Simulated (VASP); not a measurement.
# SnO2: single point with PBE

The system is SnO2.

```
Sn O
1.0
     1.57244    0.90785    4.78341
    -1.57244    0.90785    4.78341
     0.00000   -1.81570    4.78341
Sn O
1 2
Direct
  0.50000 0.50000 0.50000
  0.22912 0.22912 0.22912
  0.77088 0.77088 0.77088
```

This cell differs from its parent crystal: atoms shifted along a free coordinate.

| Property | Result |
| --- | --- |
| Program | VASP 6.6.1 |
| Task | single point |
| Functional | PBE |
| Potentials or basis | VASP PAW PBE potentials, release 64 (Sn_d, O) |
| Cutoff | 520 eV |
| k mesh | 12 × 12 × 12 |
| Occupations | gaussian, width 0.05 eV |
| Spin | no spin polarisation |

The pressure is 24.5 GPa, the largest force is 2.496 eV/Å and the band gap on the k mesh is 2.80 eV (least direct gap 3.36 eV).

Forces on the atoms (eV/Å):
```
Sn   0.000  0.000  0.000
O    0.000  0.000  2.496
O    0.000  0.000 -2.496
```

Stress tensor (GPa, compression positive):
```
28.11  0.00  0.00
 0.00 28.11  0.00
 0.00  0.00 17.30
```

Levels at points of the mesh, in eV from the valence-band top:
| k point | band 11 | band 12 | band 13 | band 14 | band 15 | band 16 |
| --- | --- | --- | --- | --- | --- | --- |
| (0.00, 0.00, 0.00) | -1.01 | -1.01 | -0.56 | 2.80 | 6.52 | 11.46 |
| (0.50, 0.00, 0.00) | -1.36 | -0.51 | -0.43 | 6.67 | 8.57 | 10.31 |
| (0.50, 0.50, 0.00) | -1.12 | -0.34 | -0.09 | 6.43 | 7.66 | 11.23 |
| (0.50, 0.50, 0.50) | -1.54 | -0.98 | -0.98 | 3.95 | 6.38 | 11.26 |

Wall time 110 s on 1 thread of Intel(R) Xeon(R) 6975P-C (Granite Rapids), on a shared host, peak memory 0.33 GiB.

Caveat: the cell differs from its parent crystal (atoms shifted along a free coordinate); the stress differs along the axes, from 17 to 28 GPa; spin-orbit coupling is left out, which moves the levels of the heavy elements; forces of over 1 eV/Å act on the atoms, so gaps and moduli don't describe the material at rest. A k mesh can miss the band edges.
